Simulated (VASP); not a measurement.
# CuI (Cmcm) in VASP: single point with LDA

Aim: the single point of CuI with LDA.

Everything below comes from runs of VASP 6.6.1. Logs are shortened: lines on timing, memory, paths and dates and some standing lists are left out, and cuts for length are marked.

### Step 1. The cell of the first run

The structure is orthorhombic, space group Cmcm (No. 63). Conventional cell: a = 7.466 Å, b = 7.422 Å, c = 4.307 Å, α = 90.00°, β = 90.00°, γ = 90.00°. Cu (site symmetry m2m) has 2 Cu at 2.46 Å and 3 I at 2.58 to 2.59 Å within 3.2 Å. I (site symmetry m2m) has 3 Cu at 2.58 to 2.59 Å within 3.4 Å.

### Step 2. Single point, LDA

Contents of INCAR:

```
  PREC = Accurate
  ENCUT = 520
  EDIFF = 1E-7
  ISMEAR = 0
  SIGMA = 0.01
  LREAL = F
  LASPH = T
  NELM = 100
  ALGO = Normal
  ISIF = 2
  LWAVE = F
  LCHARG = T
  LELF = T
  LVHAR = T
  NBANDS = 26
```

Contents of KPOINTS:

```
regular mesh
0
Gamma
  4 4 6
```

Contents of POSCAR:

```
CuI
1.0
    3.7331675900     -3.7110863700      0.0000000000
    3.7331675900      3.7110863700      0.0000000000
    0.0000000000      0.0000000000      4.3069976700
Cu I
2 2
Direct
    0.4204388300      0.5795611700      0.7500000000
    0.5795611700      0.4204388300      0.2500000000
    0.7700426800      0.2299573200      0.7500000000
    0.2299573200      0.7700426800      0.2500000000
```

Potentials or basis: VASP PAW LDA potentials, release 64 (Cu, I).

On the command line:

```sh
$ cat potpaw_LDA.64/Cu/POTCAR potpaw_LDA.64/I/POTCAR > POTCAR
$ mpirun -np 1 vasp_std > vasp.out
```

OUTCAR:

```text
PREC = Accurate
   ENCUT = 520
   EDIFF = 1E-7
   ISMEAR = 0
   LREAL = F
   LASPH = T
   NELM = 100
   ISIF = 2

 ion  position               nearest neighbor table
   1  0.420  0.580  0.750-   2 2.46   2 2.46   4 2.58   4 2.58   3 2.59
   2  0.580  0.420  0.250-   1 2.46   1 2.46   3 2.58   3 2.58   4 2.59
   3  0.770  0.230  0.750-   2 2.58   2 2.58   1 2.59
   4  0.230  0.770  0.250-   1 2.58   1 2.58   2 2.59

  LATTYP: Found a base centered orthorhombic cell.
 ALAT       =     7.4221727400
 B/A-ratio  =     1.0059500690
 C/A-ratio  =     0.5802879859

  Lattice vectors:

 A1 = (  -3.7331675900,  -3.7110863700,   0.0000000000)
 A2 = (   3.7331675900,  -3.7110863700,   0.0000000000)
 A3 = (   0.0000000000,   0.0000000000,   4.3069976700)

Analysis of symmetry for initial positions (statically):
=====================================================================
 Subroutine PRICEL returns:
 Original cell was already a primitive cell.

 Routine SETGRP: Setting up the symmetry group for a
 base centered orthorhombic supercell.

 Subroutine GETGRP returns: Found  8 space group operations
 (whereof  4 operations were pure point group operations)
 out of a pool of  8 trial point group operations.

The static configuration has the point symmetry C_2h.
 The point group associated with its full space group is D_2h.

Analysis of symmetry for dynamics (positions and initial velocities):
=====================================================================
 Subroutine PRICEL returns:
 Original cell was already a primitive cell.

 Routine SETGRP: Setting up the symmetry group for a
 base centered orthorhombic supercell.

 Subroutine GETGRP returns: Found  8 space group operations
 (whereof  4 operations were pure point group operations)
 out of a pool of  8 trial point group operations.

The dynamic configuration has the point symmetry C_2h.
 The point group associated with its full space group is D_2h.

 Subroutine INISYM returns: Found  8 space group operations
 (whereof  4 operations are pure point group operations),
 and found     1 'primitive' translations

----------------------------------------------------------------------------------------

[... 86 lines left out ...]
 SYSTEM =  unknown system
   PREC   = accura    normal or accurate (medium, high low for compatibility)
   ISTART =      0    job   : 0-new  1-cont  2-samecut
   ICHARG =      2    charge: 1-file 2-atom 10-const
   ISPIN  =      1    spin polarized calculation?
   LNONCOLLINEAR =      F non collinear calculations
   LSORBIT =      F    spin-orbit coupling
   LASPH  =      T    aspherical Exc in radial PAW
   ENCUT  =  520.0 eV  38.22 Ry    6.18 a.u.   9.79  9.79  8.01*2*pi/ulx,y,z
   NELM   =    100;   NELMIN=  2; NELMDL= -5     # of ELM steps
   EDIFF  = 0.1E-06   stopping-criterion for ELM
   LREAL  =      F    real-space projection
   EDIFFG = 0.1E-05   stopping-criterion for IOM
   NSW    =      0    number of steps for IOM
   IBRION =     -1    ionic relax: 0-MD 1-quasi-New 2-CG
   NFREE  =      0    steps in history (QN), initial steepest desc. (CG)
   ISIF   =      2    stress and relaxation
   ISYM   =      2    0-nonsym 1-usesym 2-fastsym
   POTIM  = 0.5000    time-step for ionic-motion
   TEBEG  =    0.0;   TEEND  =   0.0 temperature during run
   PSTRESS=    0.0 pullay stress
   NELECT =      36.0000    total number of electrons
   NUPDOWN=      -1.0000    fix difference up-down
   EMIN   =  10.00;   EMAX   =-10.00  energy-range for DOS
   EFERMI =   0.00;   METHOD = LEGACY
   ISMEAR =     0;   SIGMA  =   0.01  broadening in eV -4-tet -1-fermi 0-gaus
   EFERMI_NEDOS =   21; number of points for ismear=-14 and -15
   IALGO  =     38    algorithm
   IMIX   =      4    mixing-type and parameters
     AMIX     =   0.40;   BMIX     =  1.00
     AMIX_MAG =   1.60;   BMIX_MAG =  1.00
  volume/ion in A,a.u.               =      29.83       201.34
  Fermi-wavevector in a.u.,A,eV,Ry     =   1.097947  2.074818 16.401647  1.205487
  Thomas-Fermi vector in A             =   2.234316
   LORBIT       =      0    0 simple, 1 ext, 2 COOP (PROOUT), +10 PAW based schemes
   GGA     = CA    functional components
   LHFCALC =     F    Hartree Fock is set to
   AEXX    =    0.0000 exact exchange contribution
   IVDW    =     0    specifies the selected vdW correction
   LEPSILON=     F    determine dielectric tensor
   LRPA    =     F    only Hartree local field effects (RPA)
 non-spin polarized calculation
 Gauss-broadening in eV      SIGMA  =   0.01
  energy-cutoff  :      520.00
  volume of cell :      119.34
 maximum number of plane-waves:      3240
   NGX = 19   NGY = 19   NGZ = 17

 number of electron      35.9999983 magnetization

 Free energy of the ion-electron system (eV)
  ---------------------------------------------------
  ext. energy  EPLUGINS =         0.00000000
  ---------------------------------------------------
  free energy    TOTEN  =       -13.50766760 eV

  energy without entropy =      -13.50766760  energy(sigma->0) =      -13.50766760

 E-fermi :   3.6716     XC(G=0):  -8.9755

 val. band max:        3.5889274447   @ k =   0.0000   0.0000   0.0000
 cond. band min:       4.4857038503   @ k =   0.0000   0.0000   0.0000
 fundamental gap:      0.8967764056
 Fermi energy:         3.6715802056

 k-point     1 :       0.0000    0.0000    0.0000
  band No.  band energies     occupation
      1     -10.2446      2.00000
      2      -9.5001      2.00000
      3      -1.9553      2.00000
      4      -0.6411      2.00000
      5      -0.4250      2.00000
      6      -0.3211      2.00000
[... 685 lines left out ...]
     25      12.2643      0.00000
     26      12.2644      0.00000

 [... further k-points ...]
[... 5 lines left out ...]
  --------------------------------------------------------------------------------------
  -------------------------------------------------------------------------------------
  Total       -0.8914774     -2.6184071     -3.0913733      0.0000000     -0.0000000      0.0000000
  in kB      -11.9684452    -35.1531765    -41.5029395      0.0000000     -0.0000000      0.0000000
  external PRESSURE =     -29.5415204 kB  Pullay stress =       0.0000000 kB

 VOLUME and BASIS-vectors are now :
 -----------------------------------------------------------------------------
  energy-cutoff  :      520.00
  volume of cell :      119.34
      direct lattice vectors                 reciprocal lattice vectors
     3.733167590 -3.711086370  0.000000000     0.133934518 -0.134731437  0.000000000
     3.733167590  3.711086370  0.000000000     0.133934518  0.134731437  0.000000000
     0.000000000  0.000000000  4.306997670     0.000000000  0.000000000  0.232180297

 POSITION                                       TOTAL-FORCE (eV/Angst)
 -----------------------------------------------------------------------------------
      3.73317      0.59052      3.23025         0.000000     -0.027389      0.000000
      3.73317     -0.59052      1.07675         0.000000      0.027389      0.000000
      3.73317     -2.00430      3.23025         0.000000      0.376980      0.000000
      3.73317      2.00430      1.07675         0.000000     -0.376980      0.000000
 -----------------------------------------------------------------------------------
    total drift:                                0.000000     -0.000000      0.000000

  FREE ENERGIE OF THE ION-ELECTRON SYSTEM (eV)
  ---------------------------------------------------
  free  energy   TOTEN  =       -13.5076675978 eV

  energy  without entropy=      -13.5076675978  energy(sigma->0) =      -13.50766760
```

Wall time 2.9 min (1 thread of AMD EPYC 7R13, shared host); peak memory 0.2 GiB.

Results:

- Free energy: -13.5077 eV
- Pressure: -3.0 GPa
- Largest force: 0.377 eV/Å
- Band gap on the k mesh: 0.90 eV

Forces in eV/Å, atoms in the order of the input:
```
Cu   0.000 -0.027  0.000
Cu   0.000  0.027  0.000
I    0.000  0.377  0.000
I    0.000 -0.377  0.000
```

Stress tensor (GPa, compression positive):
```
-1.20  0.00  0.00
 0.00 -3.52  0.00
 0.00  0.00 -4.15
```

Caveat: spin-orbit coupling is left out, which moves the levels of the heavy elements.
